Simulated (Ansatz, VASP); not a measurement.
# Hf: VASP beside Ansatz

Contents of INCAR:

```
PREC     = Accurate       # precision mode
ENCUT    = 520            # plane-wave cutoff, eV
EDIFF    = 1E-6           # SCF threshold, eV
ISMEAR   = 0              # smearing method
SIGMA    = 0.1            # smearing width, eV
LREAL    = F              # projectors in reciprocal space
LASPH    = T              # aspherical terms in the spheres
NELM     = 60             # most SCF steps
ALGO     = Normal         # electronic algorithm
ISIF     = 2              # what is computed and relaxed
LWAVE    = F              # write WAVECAR
LCHARG   = F              # write CHGCAR
GGA      = PS             # functional
NBANDS   = 11             # bands
```

File KPOINTS:

```
regular mesh
0
Gamma
  16 16 16
```

File POSCAR:

```
Hf
1.0
    0.0000000000      2.2309222852      2.2309222852
    2.2309222852      0.0000000000      2.2309222852
    2.2309222852      2.2309222852      0.0000000000
Hf
1
Direct
    0.0000000000      0.0000000000      0.0000000000
```

Input for Ansatz:

```yaml
crystal:
  lattice:
    - [0.0, 2.2309222852, 2.2309222852]
    - [2.2309222852, 0.0, 2.2309222852]
    - [2.2309222852, 2.2309222852, 0.0]
  atoms:
    - { symbol: Hf, position: [0.0, 0.0, 0.0] }
basis:
  ecutwfc: 420
kpoints:
  mp_grid: { grid: [16, 16, 16] }
hamiltonian:
  xc: pbesol
scf:
  occupations: { method: gaussian, width: 0.1 }
output:
  forces: true
  stress: true
  eigenvalues: true
  write_density: true
  write_potential: true
  elf: true
  volumetric_format: npy
```

Alike in both runs: task single point; functional PBEsol; k mesh 16 × 16 × 16; occupations gaussian, width 0.1 eV; no spin polarisation.

|  | VASP | Ansatz |
| --- | --- | --- |
| version | VASP 6.6.1 | Ansatz 0.2.0 |
| potentials or method | VASP PAW PBE potentials, release 64 (Hf_pv), cutoff 520 eV | scalar-relativistic, plane waves, PAW |
| valence electrons in the cell | 10 | 26 |

```csv
,VASP,Ansatz,Ansatz less VASP
gap on the k mesh at the Fermi level (eV),none,none,-
pressure (GPa),-3.4,-3.0,+0.40
```

VASP's potentials were made for PBE, not for PBEsol. A gap of «none» marks a metal or a gap that the smearing closes. VASP's potentials hold 10 valence electrons a cell and Ansatz's 26, so a difference there can come from the potentials and not from the codes.

Spin-orbit coupling is off throughout.
